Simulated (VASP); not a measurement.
Set up this calculation in VASP 6.6.1, as the native input.

```
Task                               : single point
Functional                         : HSE06
Potentials or basis                : VASP PAW PBE potentials, release 64 (Li_sv, F)
Cutoff                             : 520 eV
k mesh                             : 6 × 6 × 4
Occupations                        : gaussian, width 0.01 eV
Spin                               : no spin polarisation
Dipole correction                  : no
Grid for exact exchange (PRECFOCK) : Normal
Further INCAR settings             : ALGO = Normal; EDIFF = 1e-06; NBANDS = 18
Share of exact exchange            : 0.25
Screening parameter                : 0.2079 1/Å
```

The system is LiF.

```
Li F
1.0
     2.90047    0.00000    0.00000
    -1.45023    2.51188    0.00000
     0.00000    0.00000    5.05903
Li F
2 2
Direct
  0.33333 0.66667 0.00578
  0.66667 0.33333 0.50578
  0.33333 0.66667 0.36922
  0.66667 0.33333 0.86922
```

This cell differs from its parent crystal: epitaxial xy strain -5.9%.

The input as run:

POSCAR

```
LiF
1.0
    2.9004652966      0.0000000000      0.0000000000
   -1.4502326483      2.5118766296      0.0000000000
    0.0000000000      0.0000000000      5.0590256371
Li F
2 2
Direct
    0.3333333333      0.6666666667      0.0057791719
    0.6666666667      0.3333333333      0.5057791719
    0.3333333333      0.6666666667      0.3692208281
    0.6666666667      0.3333333333      0.8692208281
```

INCAR.step1

```
PREC     = Accurate       # precision mode
ENCUT    = 520            # plane-wave cutoff, eV
EDIFF    = 1E-5           # SCF threshold, eV
ISMEAR   = 0              # smearing method
SIGMA    = 0.01           # smearing width, eV
LREAL    = False          # projectors in reciprocal space
LASPH    = True           # aspherical terms in the spheres
NELM     = 100            # most SCF steps
ALGO     = Normal         # electronic algorithm
ISIF     = 2              # what is computed and relaxed
LWAVE    = True           # write WAVECAR
NBANDS   = 18             # bands
GGA      = PE             # functional
```

INCAR.step2

```
PREC     = Accurate       # precision mode
ENCUT    = 520            # plane-wave cutoff, eV
EDIFF    = 1E-6           # SCF threshold, eV
ISMEAR   = 0              # smearing method
SIGMA    = 0.01           # smearing width, eV
LREAL    = False          # projectors in reciprocal space
LASPH    = True           # aspherical terms in the spheres
NELM     = 100            # most SCF steps
ALGO     = Normal         # electronic algorithm
ISIF     = 2              # what is computed and relaxed
LWAVE    = False          # write WAVECAR
LCHARG   = True           # write CHGCAR
GGA      = PE             # functional
LHFCALC  = True           # exact exchange
HFSCREEN = 0.2079         # screening, 1/A
PRECFOCK = Normal       
LELF     = True           # ELF
LVHAR    = True         
NBANDS   = 18             # bands
ISTART   = 1
```

KPOINTS

```
Automatic mesh
0
Gamma
  6 6 4
```

Potentials or basis: VASP PAW PBE potentials, release 64 (Li_sv, F).

Command:

```console
$ cat potpaw_PBE.64/Li_sv/POTCAR potpaw_PBE.64/F/POTCAR > POTCAR
$ cp INCAR.step1 INCAR
$ mpirun -np 1 vasp_std > vasp.out
$ cp INCAR.step2 INCAR
$ mpirun -np 1 vasp_std > vasp.out
```

Results of the run:

```json
{
  "Band gap on the k mesh": "10.39 eV"
}
```

Caveat: the cell differs from its parent crystal (epitaxial xy strain -5.9%).

It took 31 min on 1 thread of Intel(R) Xeon(R) Platinum 8488C (Sapphire Rapids) (shared host), peak memory 0.27 GiB.
